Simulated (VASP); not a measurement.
# Te2Mo (P-6m2) in VASP: single point with PBE+D3(BJ)

Aim: the single point of Te2Mo with PBE+D3(BJ).

All numbers are computed with VASP 6.6.1; they aren't measurements. Logs are shortened: lines on timing, memory, paths and dates and some standing lists are left out, and cuts for length are marked.

## Step 1: The cell of the first run

Symmetry: P-6m2, No. 187, hexagonal system. The conventional cell has a = 3.495 Å, b = 3.495 Å, c = 7.624 Å, α = 90.00°, β = 90.00°, γ = 120.00°. Te (site symmetry 3m) has 3 Mo at 2.72 Å and 7 Te at 3.50 to 3.64 Å within 3.7 Å. Within 3.6 Å of Mo (site symmetry -6m2) lie 6 Te at 2.72 Å and 6 Mo at 3.50 Å.

## Step 2: Single point, PBE+D3(BJ)

INCAR

```
SYSTEM = Te2Mo
  ALGO = Normal
  EDIFF = 1E-7
  ENCUT = 520
  GGA = PE
  ISIF = 2
  ISMEAR = 0
  IVDW = 12
  LASPH = .True.
  LCHARG = .False.
  LREAL = Auto
  LUSENCCL = .False.
  LWAVE = .False.
  NBANDS = 180
  NELM = 80
  PREC = Accurate
  SIGMA = 0.01
```

KPOINTS

```
Automatic mesh
0
Gamma
  2 2 2
  0.5 0.5 0.5
```

POSCAR

```
Te2Mo
1.0
   -6.9904608496      0.0000000000     -7.6244023615
    3.4952304248      6.0539166799     -7.6244023615
    3.4952304248     -6.0539166799     -7.6244023615
Te Mo
24 12
Direct
    0.5795283069      0.2461949735      0.4128616402
    0.2461949735      0.9128616402      0.0795283069
    0.4128616402      0.0795283069      0.7461949735
    0.9128616402      0.0795283069      0.2461949735
    0.4128616402      0.5795283069      0.2461949735
    0.0795283069      0.2461949735      0.9128616402
    0.7461949735      0.9128616402      0.5795283069
    0.5795283069      0.7461949735      0.9128616402
    0.2461949735      0.4128616402      0.5795283069
    0.0795283069      0.7461949735      0.4128616402
    0.7461949735      0.4128616402      0.0795283069
    0.9128616402      0.5795283069      0.7461949735
    0.7538050265      0.4204716931      0.5871383598
    0.4204716931      0.0871383598      0.2538050265
    0.5871383598      0.2538050265      0.9204716931
    0.0871383598      0.2538050265      0.4204716931
    0.5871383598      0.7538050265      0.4204716931
    0.2538050265      0.4204716931      0.0871383598
    0.9204716931      0.0871383598      0.7538050265
    0.7538050265      0.9204716931      0.0871383598
    0.4204716931      0.5871383598      0.7538050265
    0.2538050265      0.9204716931      0.5871383598
    0.9204716931      0.5871383598      0.2538050265
    0.0871383598      0.7538050265      0.9204716931
    0.0000000000      0.5000000000      0.5000000000
    0.6666666667      0.1666666667      0.1666666667
    0.8333333333      0.3333333333      0.8333333333
    0.3333333333      0.3333333333      0.3333333333
    0.8333333333      0.8333333333      0.3333333333
    0.5000000000      0.5000000000      0.0000000000
    0.1666666667      0.1666666667      0.6666666667
    0.0000000000      0.0000000000      0.0000000000
    0.6666666667      0.6666666667      0.6666666667
    0.5000000000      0.0000000000      0.5000000000
    0.1666666667      0.6666666667      0.1666666667
    0.3333333333      0.8333333333      0.8333333333
```

Potentials or basis: VASP PAW PBE potentials, release 64 (Te, Mo_sv).

Run with:

```console
cat potpaw_PBE.64/Te/POTCAR potpaw_PBE.64/Mo_sv/POTCAR > POTCAR
mpirun -np 1 vasp_std > vasp.out
```

OUTCAR:

```text
SYSTEM = Te2Mo
   EDIFF = 1E-7
   ENCUT = 520
   GGA = PE
   ISIF = 2
   ISMEAR = 0
   IVDW = 12
   LASPH = .True.
   LREAL = Auto
   NELM = 80
   PREC = Accurate
 IVDW          = 12

 ion  position               nearest neighbor table
   1  0.580  0.246  0.413-  26 2.72  34 2.72  28 2.72  11 3.50   3 3.50   7 3.50   4 3.50   5 3.50
                             9 3.50  14 3.64
   2  0.246  0.913  0.080-  35 2.72  32 2.72  36 2.72  10 3.50   5 3.50   6 3.50   4 3.50   3 3.50
                             8 3.50  24 3.64
   3  0.413  0.080  0.746-  31 2.72  34 2.72  36 2.72   9 3.50   1 3.50   6 3.50   7 3.50   2 3.50
                             8 3.50  22 3.64
   4  0.913  0.080  0.246-  26 2.72  32 2.72  29 2.72  11 3.50   6 3.50   1 3.50   2 3.50   7 3.50
                            10 3.50  20 3.64
   5  0.413  0.580  0.246-  35 2.72  30 2.72  28 2.72   2 3.50   8 3.50  10 3.50  11 3.50   9 3.50
                             1 3.50  18 3.64
   6  0.080  0.246  0.913-  31 2.72  32 2.72  27 2.72   9 3.50   2 3.50   4 3.50   3 3.50  12 3.50
                            11 3.50  19 3.64
   7  0.746  0.913  0.580-  33 2.72  34 2.72  29 2.72  12 3.50   8 3.50   1 3.50   3 3.50   4 3.50
                            10 3.50  17 3.64
   8  0.580  0.746  0.913-  33 2.72  30 2.72  36 2.72   7 3.50  11 3.50   5 3.50  12 3.50   3 3.50
                             2 3.50  21 3.64
   9  0.246  0.413  0.580-  31 2.72  25 2.72  28 2.72   6 3.50   3 3.50  10 3.50  12 3.50   5 3.50
[... 29 lines left out ...]
  24  0.087  0.754  0.920-  36 2.72  32 2.72  35 2.72  22 3.50  19 3.50  21 3.50  20 3.50  23 3.50
                            18 3.50   2 3.64
  25  0.000  0.500  0.500-  10 2.72  23 2.72  13 2.72   9 2.72  16 2.72  12 2.72
  26  0.667  0.167  0.167-  11 2.72   4 2.72   1 2.72  15 2.72  14 2.72  20 2.72
  27  0.833  0.333  0.833-  13 2.72  19 2.72  15 2.72  12 2.72   6 2.72  11 2.72
  28  0.333  0.333  0.333-  18 2.72  14 2.72  16 2.72   5 2.72   9 2.72   1 2.72
  29  0.833  0.833  0.333-  20 2.72  23 2.72  17 2.72   4 2.72  10 2.72   7 2.72
  30  0.500  0.500  0.000-   8 2.72  21 2.72  18 2.72  15 2.72   5 2.72  11 2.72
  31  0.167  0.167  0.667-   9 2.72   6 2.72   3 2.72  16 2.72  19 2.72  22 2.72
  32  0.000  0.000  0.000-   6 2.72  19 2.72  20 2.72   4 2.72   2 2.72  24 2.72
  33  0.667  0.667  0.667-   7 2.72   8 2.72  12 2.72  17 2.72  13 2.72  21 2.72
  34  0.500  0.000  0.500-   1 2.72  14 2.72  22 2.72   3 2.72  17 2.72   7 2.72
  35  0.167  0.667  0.167-   2 2.72   5 2.72  10 2.72  24 2.72  23 2.72  18 2.72
  36  0.333  0.833  0.833-  22 2.72  21 2.72  24 2.72   3 2.72   8 2.72   2 2.72

  LATTYP: Found a trigonal (rhomboedric) cell.
 ALAT       =    10.3439863815
 COS(alpha) =     0.3149425488

  Lattice vectors:

 A1 = (  -6.9904608496,   0.0000000000,  -7.6244023615)
 A2 = (   3.4952304248,   6.0539166799,  -7.6244023615)
 A3 = (   3.4952304248,  -6.0539166799,  -7.6244023615)

Analysis of symmetry for initial positions (statically):
=====================================================================
 Subroutine PRICEL returns following result:

  LATTYP: Found a hexagonal cell.
 ALAT       =     3.4952304248
 C/A-ratio  =     2.1813733106

  Lattice vectors:

 A1 = (  -1.7476152124,  -3.0269583400,  -0.0000000008)
 A2 = (  -1.7476152124,   3.0269583399,  -0.0000000008)
 A3 = (   0.0000000000,  -0.0000000000,  -7.6244023630)

  12 primitive cells build up your supercell.

 Routine SETGRP: Setting up the symmetry group for a
 trigonal (rhombohedral) supercell.

 Subroutine GETGRP returns: Found  6 space group operations
 (whereof  6 operations were pure point group operations)
 out of a pool of 12 trial point group operations.

The static configuration has the point symmetry D_3 .

Analysis of symmetry for dynamics (positions and initial velocities):
=====================================================================
 Subroutine PRICEL returns following result:

  LATTYP: Found a hexagonal cell.
 ALAT       =     3.4952304248
 C/A-ratio  =     2.1813733106

  Lattice vectors:

 A1 = (  -1.7476152124,  -3.0269583400,  -0.0000000008)
 A2 = (  -1.7476152124,   3.0269583399,  -0.0000000008)
 A3 = (   0.0000000000,  -0.0000000000,  -7.6244023630)

  12 primitive cells build up your supercell.

 Routine SETGRP: Setting up the symmetry group for a
 trigonal (rhombohedral) supercell.

 Subroutine GETGRP returns: Found  6 space group operations
 (whereof  6 operations were pure point group operations)
 out of a pool of 12 trial point group operations.

The dynamic configuration has the point symmetry D_3 .

 Subroutine INISYM returns: Found  6 space group operations
[... 38 lines left out ...]
  Cartesian coordinates                     Fractional coordinates (reciprocal lattice)
    -0.047684028  0.000000000 -0.021859637     0.500000000 -0.000000000 -0.000000000
     0.023842014  0.041295580 -0.021859637    -0.000000000  0.500000000  0.000000000
     0.023842014 -0.041295580 -0.021859637    -0.000000000  0.000000000  0.500000000

  Length of vectors
     0.052455794  0.052455794  0.052455794

  Shift w.r.t. Gamma in fractional coordinates (k-lattice)
     0.500000000  0.500000000  0.500000000

 Subroutine IBZKPT returns following result:
 ===========================================

 Found      2 irreducible k-points:

 Following reciprocal coordinates:
            Coordinates               Weight
  0.250000  0.250000  0.250000      2.000000
 -0.250000  0.250000  0.250000      6.000000
   k-points           NKPTS =      2   k-points in BZ     NKDIM =      2   number of bands    NBANDS=    180
   number of dos      NEDOS =    301   number of ions     NIONS =     36
   total plane-waves  NPLWV = 512000
   dimension x,y,z NGX =    80 NGY =   80 NGZ =   80
   dimension x,y,z NGXF=   160 NGYF=  160 NGZF=  160
   ions per type =              24  12
   NGX,Y,Z   is equivalent  to a cutoff of  12.86, 12.86, 12.86 a.u.
   NGXF,Y,Z  is equivalent  to a cutoff of  25.71, 25.71, 25.71 a.u.
 SYSTEM =  Te2Mo
   PREC   = accura    normal or accurate (medium, high low for compatibility)
   ISTART =      0    job   : 0-new  1-cont  2-samecut
   ICHARG =      2    charge: 1-file 2-atom 10-const
   ISPIN  =      1    spin polarized calculation?
   LNONCOLLINEAR =      F non collinear calculations
   LSORBIT =      F    spin-orbit coupling
   LASPH  =      T    aspherical Exc in radial PAW
   ENCUT  =  520.0 eV  38.22 Ry    6.18 a.u.  19.23 19.23 19.23*2*pi/ulx,y,z
   NELM   =     80;   NELMIN=  2; NELMDL= -5     # of ELM steps
   EDIFF  = 0.1E-06   stopping-criterion for ELM
   LREAL  =      T    real-space projection
   EDIFFG = 0.1E-05   stopping-criterion for IOM
   NSW    =      0    number of steps for IOM
   IBRION =     -1    ionic relax: 0-MD 1-quasi-New 2-CG
   NFREE  =      0    steps in history (QN), initial steepest desc. (CG)
   ISIF   =      2    stress and relaxation
   ISYM   =      2    0-nonsym 1-usesym 2-fastsym
   POTIM  = 0.5000    time-step for ionic-motion
   TEBEG  =    0.0;   TEEND  =   0.0 temperature during run
   PSTRESS=    0.0 pullay stress
   NELECT =     312.0000    total number of electrons
   NUPDOWN=      -1.0000    fix difference up-down
   EMIN   =  10.00;   EMAX   =-10.00  energy-range for DOS
   EFERMI =   0.00;   METHOD = LEGACY
   ISMEAR =     0;   SIGMA  =   0.01  broadening in eV -4-tet -1-fermi 0-gaus
   EFERMI_NEDOS =   21; number of points for ismear=-14 and -15
   IALGO  =     38    algorithm
   IMIX   =      4    mixing-type and parameters
     AMIX     =   0.40;   BMIX     =  1.00
     AMIX_MAG =   1.60;   BMIX_MAG =  1.00
  volume/ion in A,a.u.               =      26.89       181.45
  Fermi-wavevector in a.u.,A,eV,Ry     =   1.122458  2.121137 17.142129  1.259911
  Thomas-Fermi vector in A             =   2.259118
   LORBIT       =      0    0 simple, 1 ext, 2 COOP (PROOUT), +10 PAW based schemes
   GGA     = PE    functional components
   LHFCALC =     F    Hartree Fock is set to
   AEXX    =    0.0000 exact exchange contribution
   IVDW    =    12    specifies the selected vdW correction
   LEPSILON=     F    determine dielectric tensor
   LRPA    =     F    only Hartree local field effects (RPA)
 non-spin polarized calculation
 Gauss-broadening in eV      SIGMA  =   0.01
  energy-cutoff  :      520.00
  volume of cell :      967.99
 maximum number of plane-waves:     26080
 NGX is ok and might be reduce to    80
   NGX = 39   NGY = 39   NGZ = 39

 number of electron     311.9999994 magnetization

 Free energy of the ion-electron system (eV)
  ---------------------------------------------------
  ext. energy  EPLUGINS =         0.00000000
  ---------------------------------------------------
  free energy    TOTEN  =      -215.43686159 eV

  energy without entropy =     -215.43686159  energy(sigma->0) =     -215.43686159

 E-fermi :   7.2673     XC(G=0):  -9.9065

 val. band max:        7.1464516539   @ k =   0.2500   0.2500   0.2500
 cond. band min:       8.1453590643   @ k =   0.2500   0.2500   0.2500
 fundamental gap:      0.9989074104
 Fermi energy:         7.2672546113

 k-point     1 :       0.2500    0.2500    0.2500
  band No.  band energies     occupation
      1     -53.5388      2.00000
      2     -53.5321      2.00000
      3     -53.5321      2.00000
      4     -53.5321      2.00000
      5     -53.5321      2.00000
      6     -53.5321      2.00000
[... 160 lines left out ...]
    167       8.6275      0.00000
    168       8.6659      0.00000

 k-point     2 :      -0.2500    0.2500    0.2500
  band No.  band energies     occupation
      1     -53.5367      2.00000
      2     -53.5367      2.00000
      3     -53.5335      2.00000
      4     -53.5335      2.00000
      5     -53.5295      2.00000
      6     -53.5295      2.00000
[... 160 lines left out ...]
    167       8.8135      0.00000
    168       8.8135      0.00000
 [bands above 168 left out]

------------------------ aborting loop because EDIFF is reached ----------------------------------------

 Edisp (eV)  -17.97793

 E8    (eV) :    -8.2950

  FORCE on cell =-STRESS in cart. coord.  units (eV):
  Direction    XX          YY          ZZ          XY          YZ          ZX
  --------------------------------------------------------------------------------------
  -------------------------------------------------------------------------------------
  Total       0.04293     0.04293     0.50552     0.00000     0.00000     0.00000
  in kB       0.07105     0.07105     0.83672     0.00000     0.00000     0.00000
  external pressure =        0.33 kB  Pullay stress =        0.00 kB

 VOLUME and BASIS-vectors are now :
 -----------------------------------------------------------------------------
  energy-cutoff  :      520.00
  volume of cell :      967.99
      direct lattice vectors                 reciprocal lattice vectors
    -6.990460850  0.000000000 -7.624402361    -0.095368057  0.000000000 -0.043719274
     3.495230425  6.053916680 -7.624402361     0.047684028  0.082591160 -0.043719274
     3.495230425 -6.053916680 -7.624402361     0.047684028 -0.082591160 -0.043719274

 POSITION                                       TOTAL-FORCE (eV/Angst)
 -----------------------------------------------------------------------------------
     -1.74762     -1.00899     -9.44347         0.000000     -0.000000     -0.015321
      1.74762      5.04493     -9.44347         0.000000     -0.000000     -0.015321
      0.00000     -4.03594     -9.44347         0.000000     -0.000000     -0.015321
     -5.24285     -1.00899     -9.44347         0.000000     -0.000000     -0.015321
      0.00000      2.01797     -9.44347         0.000000     -0.000000     -0.015321
      3.49523     -4.03594     -9.44347         0.000000     -0.000000     -0.015321
[... 28 lines left out ...]
      1.74762      3.02696     -7.62440         0.000000      0.000000      0.000000
      3.49523      0.00000    -15.24880         0.000000      0.000000      0.000000
 -----------------------------------------------------------------------------------
    total drift:                                0.000000      0.000000      0.000000

  FREE ENERGIE OF THE ION-ELECTRON SYSTEM (eV)
  ---------------------------------------------------
  free  energy   TOTEN  =      -233.4147947845 eV

  energy  without entropy=     -233.4147947845  energy(sigma->0) =     -233.41479478
```

Run time: 91 s. Hardware: 1 × NVIDIA H100 80GB with 1 thread of AMD EPYC 7R13 (Zen 3), shared host; peak memory 1.8 GiB.

What came out:

- Free energy: -233.4148 eV
- Pressure: 0.0 GPa
- Largest force: 0.015 eV/Å
- Band gap on the k mesh: 1.00 eV
- Dispersion energy per atom: -0.499 eV

Forces on the atoms (eV/Å):
```
Te   0.000  0.000 -0.015
Te   0.000  0.000 -0.015
Te   0.000  0.000 -0.015
Te   0.000  0.000 -0.015
Te   0.000  0.000 -0.015
Te   0.000  0.000 -0.015
Te   0.000  0.000 -0.015
Te   0.000  0.000 -0.015
Te   0.000  0.000 -0.015
Te   0.000  0.000 -0.015
Te   0.000  0.000 -0.015
Te   0.000  0.000 -0.015
Te   0.000  0.000  0.015
Te   0.000  0.000  0.015
Te   0.000  0.000  0.015
Te   0.000  0.000  0.015
Te   0.000  0.000  0.015
Te   0.000  0.000  0.015
Te   0.000  0.000  0.015
Te   0.000  0.000  0.015
Te   0.000  0.000  0.015
Te   0.000  0.000  0.015
Te   0.000  0.000  0.015
Te   0.000  0.000  0.015
Mo   0.000  0.000  0.000
Mo   0.000  0.000  0.000
Mo   0.000  0.000  0.000
Mo   0.000  0.000  0.000
Mo   0.000  0.000  0.000
Mo   0.000  0.000  0.000
Mo   0.000  0.000  0.000
Mo   0.000  0.000  0.000
Mo   0.000  0.000  0.000
Mo   0.000  0.000  0.000
Mo   0.000  0.000  0.000
Mo   0.000  0.000  0.000
```

Caveat: spin-orbit coupling is left out, which moves the levels of the heavy elements; a shifted mesh leaves out Γ, where band edges can lie. A k mesh can miss the band edges.
